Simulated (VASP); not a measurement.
Crystal: ZnSe.

```
CELL_PARAMETERS angstrom
0.00000 2.83244 2.83244
2.83244 0.00000 2.83244
2.83244 2.83244 0.00000
ATOMIC_POSITIONS crystal
Zn 0.00000 0.00000 0.00000
Se 0.25000 0.25000 0.25000
```

```yaml
Program: VASP 6.6.1
Task: relaxation of cell and atoms
Functional: LDA
Potentials_or_basis: VASP PAW LDA potentials, release 64 (Zn, Se)
Cutoff: 600 eV
k_mesh: 8 × 8 × 8
Occupations: gaussian, width 0.02 eV
Spin: no spin polarisation
```

At the start: pressure -3.0 GPa; volume 22.72 Å³/atom.

Task: Where does the relaxation end?

Result: Over 3 steps the energy falls by 10.4 meV/atom and the volume is 21.67 Å³/atom (-4.6 %); space group F-43m (No. 216, to 0.05 Å).

The path:
| step | energy change (eV) | largest force (eV/Å) | pressure (GPa) | volume (Å³) |
| --- | --- | --- | --- | --- |
| 1 | 0.0000 | 0.0000 | -3.04 | 45.45 |
| 2 | -0.0184 | 0.0000 | 1.15 | 42.67 |
| 3 | -0.0208 | 0.0000 | 0.00 | 43.34 |

Final structure:
```xyz
2
Lattice="0.0000 2.7881 2.7881 2.7881 0.0000 2.7881 2.7881 2.7881 0.0000" Properties=species:S:1:pos:R:3 pbc="T T T"
Zn    0.0000    0.0000    0.0000
Se    1.3940    1.3940    1.3940
```
